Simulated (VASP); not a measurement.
Ga3Se:

```
CELL_PARAMETERS angstrom
4.43246 0.00000 0.00000
0.00000 4.43246 0.00000
0.00000 0.00000 4.43246
ATOMIC_POSITIONS crystal
Ga 0.00000 0.50000 0.50000
Ga 0.50000 0.00000 0.50000
Ga 0.50000 0.50000 0.00000
Se 0.00000 0.00000 0.00000
```

Base run:

- Program: VASP 6.6.1
- Functional: LDA
- Potentials or basis: VASP PAW LDA potentials, release 64 (Ga_d, Se)
- Cutoff: 520 eV
- k mesh: 10 × 10 × 10
- Occupations: gaussian, width 0.1 eV
- Spin: no spin polarisation

Its results: band gap on the k mesh zero (an odd number of electrons rules out a gap without spin polarisation); pressure -4.9 GPa.

Q: The run is repeated on the same cell with these changes: functional from LDA to r2SCAN; potentials or basis from VASP PAW LDA potentials, release 64 (Ga_d, Se) to VASP PAW PBE potentials, release 64 (Ga_d, Se). What comes out?

A: Band gap on the k mesh zero (an odd number of electrons rules out a gap without spin polarisation); pressure -1.7 GPa.

Caveats: the cell stands under tension (at least some runs); the PAW data sets were made with another functional, which shifts forces and pressure a little (at least some runs).
